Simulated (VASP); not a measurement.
Here is a VASP 6.6.1 calculation.

INCAR

```
SYSTEM = Sn3Se
PREC = Accurate ; ENCUT = 520
EDIFF = 1E-6 ; ISMEAR = 0
SIGMA = 0.1 ; LREAL = .False.
LASPH = .True. ; NELM = 100
ALGO = Normal ; ISIF = 2
LWAVE = .False. ; LCHARG = .False.
GGA = PS ; NBANDS = 32
```

Contents of KPOINTS:

```
Automatic mesh
0
Gamma
  10 10 10
  0 0 0
```

The input POSCAR:

```
Sn3Se
1.0
    4.6596124226      0.0000000000      0.0000000000
    0.0000000000      4.6596124226      0.0000000000
    0.0000000000      0.0000000000      4.6596124226
Sn Se
3 1
Direct
    0.0000000000      0.5000000000      0.5000000000
    0.5000000000      0.0000000000      0.5000000000
    0.5000000000      0.5000000000      0.0000000000
    0.0000000000      0.0000000000      0.0000000000
```

Potentials or basis: VASP PAW PBE potentials, release 64 (Sn_d, Se).

The run is started by

```bash
$ cat potpaw_PBE.64/Sn_d/POTCAR potpaw_PBE.64/Se/POTCAR > POTCAR
$ mpirun -np 1 vasp_std > vasp.out
```

(1) What does it give for the pressure?

(2) Estimate the band gap on the k mesh.

Answers

(1) 0.0 GPa.

(2) zero (bands 24 and 25 overlap by 2.61 eV).

Caveat: the PAW data sets were made with another functional, which shifts forces and pressure a little; spin-orbit coupling is left out, which moves the levels of the heavy elements.
